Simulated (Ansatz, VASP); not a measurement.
One calculation of Ag, two programs

```
Ag
1.0
     0.00000    2.33129    2.02721
     2.33129    0.00000    2.02721
     2.33129    2.33129    0.00000
Ag
1
Direct
  0.00000 0.00000 0.00000
```

Change from the starting cell: strain +0.1500 x Voigt [1, 1, 0, 0, 0, 0], atoms carried along.

Alike in both runs: task single point; functional PBEsol; k mesh 26 × 26 × 26; occupations gaussian, width 0.15 eV; no spin polarisation.

```csv
,VASP,Ansatz
version,VASP 6.6.1,Ansatz 0.2.0
potentials or method,"VASP PAW PBE potentials, release 64 (Ag), cutoff 520 eV","scalar-relativistic, plane waves, PAW"
valence electrons in the cell,11,19
```

|  | VASP | Ansatz | Ansatz less VASP |
| --- | --- | --- | --- |
| gap on the k mesh at the Fermi level (eV) | none | none | - |
| pressure (GPa) | -14.6 | -14.6 | -0.03 |
| traceless stress, the component that is largest in VASP (GPa) | 0.57 | 0.57 | +0.005 |

VASP's potentials were made for PBE, not for PBEsol. A gap of «none» marks a metal or a gap that the smearing closes. VASP's potentials hold 11 valence electrons a cell and Ansatz's 19, so a difference there can come from the potentials and not from the codes.
